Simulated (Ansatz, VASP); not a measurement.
# One calculation of Al, two programs

Contents of POSCAR:

```
Al
1.0
    0.0000000000      2.0151080974      2.0151080974
    2.0151080974      0.0000000000      2.0151080974
    2.0151080974      2.0151080974      0.0000000000
Al
1
Direct
    0.0000000000      0.0000000000      0.0000000000
```

File INCAR.step1:

```
SYSTEM = Al
  ALGO = Normal
  EDIFF = 1E-5
  ENCUT = 520
  GGA = PE
  ISIF = 2
  ISMEAR = 0
  LASPH = .TRUE.
  LREAL = .FALSE.
  LWAVE = .TRUE.
  NBANDS = 8
  NELM = 100
  PREC = Accurate
  SIGMA = 0.05
```

The input INCAR.step2:

```
SYSTEM = Al
  ALGO = Normal
  EDIFF = 1E-6
  ENCUT = 520
  GGA = PE
  HFSCREEN = 0.2079
  ISIF = 2
  ISMEAR = 0
  ISTART = 1
  LASPH = .TRUE.
  LCHARG = .TRUE.
  LELF = .TRUE.
  LHFCALC = .TRUE.
  LREAL = .FALSE.
  LVHAR = .TRUE.
  LWAVE = .FALSE.
  NBANDS = 8
  NELM = 100
  PREC = Accurate
  PRECFOCK = Normal
  SIGMA = 0.05
```

The input KPOINTS:

```
k-points
0
G
  10 10 10
  0 0 0
```

Input for Ansatz:

```yaml
crystal:
  lattice:
    - [0.0, 2.0151080974, 2.0151080974]
    - [2.0151080974, 0.0, 2.0151080974]
    - [2.0151080974, 2.0151080974, 0.0]
  atoms:
    - { symbol: Al, position: [0.0, 0.0, 0.0] }
basis:
  ecutwfc: 420
  ecutrho_ratio: 4
kpoints:
  mp_grid: { grid: [10, 10, 10] }
hamiltonian:
  xc: hse06
scf:
  occupations: { method: gaussian, width: 0.05 }
output:
  forces: true
  stress: true
  eigenvalues: true
```

Alike in both runs: task single point; functional HSE06; k mesh 10 × 10 × 10; occupations gaussian, width 0.05 eV; no spin polarisation.

|  | VASP | Ansatz |
| --- | --- | --- |
| version | VASP 6.6.1 | Ansatz 0.2.0 |
| potentials or method | VASP PAW PBE potentials, release 64 (Al), cutoff 520 eV | scalar-relativistic, plane waves, PAW |
| valence electrons in the cell | 3 | 3 |

```tsv
	VASP	Ansatz	Ansatz less VASP
gap on the k mesh at the Fermi level (eV)	none	none	-
pressure (GPa)	-0.7	-0.9	-0.15
```

A gap of «none» marks a metal or a gap that the smearing closes. Ansatz's warnings: filled band counts differ across k points, stress exchange threshold loose, stress scf threshold loose.
